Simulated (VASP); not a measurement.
Input of a VASP 6.6.1 run:

The input INCAR:

```
  PREC = Accurate
  ENCUT = 600
  EDIFF = 1E-6
  ISMEAR = 1
  SIGMA = 0.05
  LREAL = F
  LASPH = T
  NELM = 100
  ALGO = Normal
  ISIF = 3
  LWAVE = F
  LCHARG = F
  IBRION = 2
  NSW = 80
  EDIFFG = -0.03
```

File KPOINTS:

```
Automatic mesh
0
Gamma
  22 22 12
```

POSCAR

```
Be
1.0
    2.2853000000      0.0000000000      0.0000000000
   -1.1426500000      1.9791280000      0.0000000000
    0.0000000000      0.0000000000      3.5842000000
Be
2
Direct
    0.3333333333      0.6666666667      0.2500000000
    0.6666666667      0.3333333333      0.7500000000
```

Potentials or basis: VASP PAW LDA potentials, release 64 (Be).

Run with:

```console
$ cat potpaw_LDA.64/Be/POTCAR > POTCAR
$ mpirun -np 1 vasp_std > vasp.out
```

Problem. Estimate the relaxed volume.

Solution. 7.56 Å³/atom.

Problem. Predict the relaxed cell.

Solution. a = 2.227 Å, b = 2.227 Å, c = 3.521 Å, α = 90.00°, β = 90.00°, γ = 120.00°.

Problem. Estimate the space group after relaxing (to 0.1 Å).

Solution. P6_3/mmc (No. 194).

Problem. What does it give for the band gap on the k mesh?

Solution. Zero (bands 2 and 3 overlap by 1.94 eV).

Final structure:
```
Be
1.0
     2.22729    0.00000    0.00000
    -1.11365    1.92889    0.00000
     0.00000    0.00000    3.52072
Be
2
Direct
  0.33333 0.66667 0.25000
  0.66667 0.33333 0.75000
```

LDA usually gives volumes a few per cent too small. Zero-point motion and thermal expansion aren't in these numbers.
